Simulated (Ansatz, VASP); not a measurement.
# K2Ir in VASP and in Ansatz

File INCAR:

```
ALGO = Normal ; EDIFF = 1E-8
ENCUT = 520 ; GGA = PS
ISIF = 2 ; ISMEAR = -1
LASPH = T ; LCHARG = F
LEFG = T ; LREAL = F
LWAVE = F ; NBANDS = 20
NELM = 80 ; PREC = Accurate
SIGMA = 0.05
```

KPOINTS

```
k-points
0
Gamma
  8 8 8
```

POSCAR

```
K2Ir
1.0
    0.0000000000      3.7916110522      3.7916110522
    3.7916110522      0.0000000000      3.7916110522
    3.7916110522      3.7916110522      0.0000000000
Ir K
1 2
Direct
    0.0000000000      0.0000000000      0.0000000000
    0.2500000000      0.2500000000      0.2500000000
    0.7500000000      0.7500000000      0.7500000000
```

Input for Ansatz:

```yaml
crystal:
  lattice:
    - [0.0, 3.7916110522, 3.7916110522]
    - [3.7916110522, 0.0, 3.7916110522]
    - [3.7916110522, 3.7916110522, 0.0]
  atoms:
    - { symbol: Ir, position: [0.0, 0.0, 0.0] }
    - { symbol: K, position: [0.25, 0.25, 0.25] }
    - { symbol: K, position: [0.75, 0.75, 0.75] }
kpoints:
  mp_grid: { grid: [8, 8, 8] }
scf:
  occupations: { method: fermi_dirac, width: 0.05 }
hamiltonian:
  xc: pbesol
  pseudopotentials: { kind: all_electron, datasets: crystal }
output:
  forces: true
  stress: true
  eigenvalues: true
  efg: { contact_densities: true }
```

Alike in both runs: task electric field gradients; functional PBEsol; k mesh 8 × 8 × 8; occupations fermi-dirac, width 0.05 eV; no spin polarisation.

|  | VASP | Ansatz |
| --- | --- | --- |
| version | VASP 6.6.1 | Ansatz 0.2.0 |
| potentials or method | VASP PAW PBE potentials, release 64 (Ir, K_sv), cutoff 520 eV | all-electron PAW with datasets made for the crystal, scalar-relativistic |

```csv
,VASP,Ansatz,Ansatz less VASP
pressure (GPa),0.0,0.0,-0.04
```

VASP's potentials were made for PBE, not for PBEsol. Ansatz ran all-electron here, and VASP with PAW potentials.

Neither program's run includes spin-orbit coupling.
